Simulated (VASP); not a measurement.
# Ru: single point with LDA

Crystal: Ru.

```
Ru
1.0
     2.67196    0.00000    0.00000
    -1.33598    2.31398    0.00000
     0.00000    0.00000    4.22995
Ru
2
Cartesian
  0.0000 1.5427 1.0575
  1.3360 0.7713 3.1725
```

| Item | Value |
| --- | --- |
| Program | VASP 6.6.1 |
| Task | single point |
| Functional | LDA |
| Potentials or basis | VASP PAW LDA potentials, release 64 (Ru_sv) |
| Cutoff | 560 eV |
| k mesh | 12 × 12 × 6 |
| Occupations | gaussian, width 0.1 eV |
| Spin | no spin polarisation |
| Dipole correction | no |
| Further INCAR settings | ALGO = Normal; EDIFF = 1e-06; NBANDS = 23 |

The pressure is 0.6 GPa. The band gap on the k mesh is zero (bands 16 and 17 overlap by 3.36 eV).

Levels at points of the mesh, in eV from the Fermi level:
| k point | band 12 | band 13 | band 14 | band 15 | band 16 | band 17 | band 18 | band 19 | band 20 | band 21 |
| --- | --- | --- | --- | --- | --- | --- | --- | --- | --- | --- |
| (0.00, 0.00, 0.00) | -2.74 | -2.56 | -2.02 | -2.02 | -1.44 | -1.44 | 1.30 | 1.30 | 1.37 | 10.71 |
| (0.50, 0.00, 0.00) | -3.17 | -2.16 | -1.83 | -1.58 | 1.56 | 2.01 | 2.10 | 4.32 | 6.42 | 11.34 |
| (0.00, 0.00, 0.50) | -2.91 | -2.91 | -2.91 | -2.82 | -2.82 | 0.62 | 0.62 | 0.62 | 0.62 | 14.49 |
| (0.50, 0.00, 0.50) | -4.78 | -1.09 | -1.09 | 0.51 | 0.51 | 1.83 | 1.83 | 3.58 | 3.58 | 10.95 |

It took 26 s on 1 thread of AMD EPYC 9R45 96-Core Processor (Zen 5) (shared host), peak memory 0.13 GiB.
